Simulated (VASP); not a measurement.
Wanted: the native input for a VASP 6.6.1 run.

- Task: single point
- Functional: PBE
- Potentials or basis: VASP PAW PBE potentials, release 64 (Co, O)
- Cutoff: 600 eV
- k mesh: 6 × 6 × 6
- Occupations: fermi-dirac, width 0.1 eV
- Spin: collinear spin, ferromagnetic start
- Starting moments: [2.59, 0.29] μB
- Dipole correction: no
- Further INCAR settings: ALGO = Normal; EDIFF = 1e-06; NBANDS = 18

The structure of CoO lies in POSCAR:

```
CoO
1.0
    0.0000000000      2.1030000000      2.1030000000
    2.1030000000      0.0000000000      2.1030000000
    2.1030000000      2.1030000000      0.0000000000
Co O
1 1
Direct
    0.0000000000      0.0000000000      0.0000000000
    0.5000000000      0.5000000000      0.5000000000
```

The input as run:

INCAR

```
SYSTEM = CoO
  PREC = Accurate
  ENCUT = 600
  EDIFF = 1E-6
  ISMEAR = -1
  SIGMA = 0.1
  LREAL = .False.
  LASPH = .True.
  NELM = 200
  ALGO = Normal
  ISIF = 2
  LWAVE = .False.
  LCHARG = .True.
  ISPIN = 2
  MAGMOM = 2.59 0.29
  LORBIT = 11
  LMAXMIX = 4
  GGA = PE
  LELF = .True.
  LVHAR = .True.
  NBANDS = 18
  GGA_COMPAT = .False.
```

KPOINTS

```
regular mesh
0
Gamma
  6 6 6
  0 0 0
```

Potentials or basis: VASP PAW PBE potentials, release 64 (Co, O).

Launch:

```bash
$ cat potpaw_PBE.64/Co/POTCAR potpaw_PBE.64/O/POTCAR > POTCAR
$ mpirun -np 1 vasp_std > vasp.out
```

Results of the run:

| Quantity | Value |
| --- | --- |
| Pressure | 3.7 GPa |
| Net moment | 2.72 μB per cell |
| Site moments | Co +2.43; O +0.25 μB |
| Valence electrons inside the program's atomic spheres | Co 7.87; O 4.99 |

Caveat: the k points lie up to 0.43 Å⁻¹ apart; a cell with one magnetic atom can't hold antiferromagnetic order, which such compounds often take.

It took 38 s on 1 thread of AMD EPYC 7571, on a shared host, peak memory 0.12 GiB.
